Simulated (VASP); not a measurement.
The system is FeO.

```xyz
2
Lattice="1.5177 0.8762 2.5158 -1.5177 0.8762 2.5158 0.0000 -1.7525 2.5158" Properties=species:S:1:pos:R:3 pbc="T T T"
Fe    0.0000    0.0000    0.0000
O     0.0000    0.0000    3.7737
```

Base run:

* Program: VASP 6.6.1
* Functional: PBE
* Potentials or basis: VASP PAW PBE potentials, release 64 (Fe_sv, O)
* Cutoff: 700 eV
* k mesh: 9 × 9 × 9
* Occupations: fermi-dirac, width 0.05 eV
* Spin: collinear spin, ferromagnetic start
* Starting moments: [3.8, 0.0] μB
* Fixed moment: 3.8 μB

Its results: pressure -4.3 GPa; site moments Fe +3.34; O +0.24 μB.

Task: The run is repeated on the same cell with these changes: fixed moment from 3.8 μB to 2.2 μB; moments at the start from [3.8, 0.0] to [2.2, 0.0]. What comes out?

Result: Pressure -18.8 GPa; site moments Fe +2.08; O -0.01 μB.

Caveats: the cell stands under tension; the total moment is fixed, so each spin has its own Fermi level and the state may be an excited one; a cell with one magnetic atom can't hold antiferromagnetic order, which such compounds often take.
